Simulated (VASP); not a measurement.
Here is a VASP 6.6.1 calculation.

File POSCAR:

```
TaN
1.0
    2.9379988584      0.0000000000      0.0000000000
   -1.4689994292      2.5443816477      0.0000000000
    0.0000000000      0.0000000000      2.8830000000
Ta N
1 1
Direct
    0.3333333333      0.6666666667      0.5000000000
    0.0000000000      0.0000000000      0.0130072841
```

INCAR.step1

```
  ALGO = Normal
  EDIFF = 1E-4
  ENCUT = 520
  GGA = PE
  ISMEAR = 0
  LASPH = True
  LCHARG = False
  LREAL = False
  LWAVE = True
  NBANDS = 15
  NELM = 80
  PREC = Accurate
  SIGMA = 0.15
```

File INCAR.step2:

```
  ALGO = Normal
  EDIFF = 1E-6
  ENCUT = 520
  ISIF = 2
  ISMEAR = 0
  ISTART = 1
  LASPH = True
  LCHARG = True
  LELF = True
  LMIXTAU = True
  LREAL = False
  LVHAR = True
  LWAVE = False
  METAGGA = R2SCAN
  NBANDS = 15
  NELM = 80
  PREC = Accurate
  SIGMA = 0.15
```

Contents of KPOINTS:

```
k-points
0
Gamma
  18 18 16
```

Potentials or basis: VASP PAW PBE potentials, release 64 (Ta_pv, N).

Launch:

```sh
$ cat potpaw_PBE.64/Ta_pv/POTCAR potpaw_PBE.64/N/POTCAR > POTCAR
$ cp INCAR.step1 INCAR
$ mpirun -np 1 vasp_std > vasp.out
$ cp INCAR.step2 INCAR
$ mpirun -np 1 vasp_std > vasp.out
```

(1) What does it give for the pressure?

(2) Estimate the largest force.

(3) What does it give for the band gap on the k mesh?

Results:

(1) 1.7 GPa.

(2) 0.539 eV/Å.

(3) zero (bands 8 and 9 overlap by 0.48 eV).

Caveat: the cell differs from its parent crystal (all N atoms moved +0.037 Å, as atom 2 along Cartesian [0 0 1]); the PAW data sets were made with another functional, which shifts forces and pressure a little; spin-orbit coupling is left out, which moves the levels of the heavy elements.
